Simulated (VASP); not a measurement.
Here is a VASP 6.6.1 calculation.

File INCAR:

```
ALGO = Normal
EDIFF = 1E-6
ENCUT = 600
GGA = PS
GGA_COMPAT = False
ISIF = 2
ISMEAR = -1
LASPH = True
LCHARG = True
LELF = True
LREAL = False
LVHAR = True
LWAVE = False
NBANDS = 14
NELM = 120
PREC = Accurate
SIGMA = 0.05
```

Contents of KPOINTS:

```
k-points
0
Gamma
  8 8 8
```

POSCAR

```
NaF
1.0
   -0.0116000000      2.3200000000      2.3200000000
    2.3200000000     -0.0116000000      2.3200000000
    2.3084000000      2.3084000000      0.0000000000
Na F
1 1
Direct
    0.0000000000      0.0000000000      0.0000000000
    0.5000000000      0.5000000000      0.5000000000
```

Potentials or basis: VASP PAW PBE potentials, release 64 (Na_pv, F).

Command:

```sh
$ cat potpaw_PBE.64/Na_pv/POTCAR potpaw_PBE.64/F/POTCAR > POTCAR
$ mpirun -np 1 vasp_std > vasp.out
```

(1) Estimate the band gap on the k mesh.

(2) Predict the pressure.

Answers

(1) 6.13 eV.

(2) -0.5 GPa.

Caveat: the PAW data sets were made with another functional, which shifts forces and pressure a little.
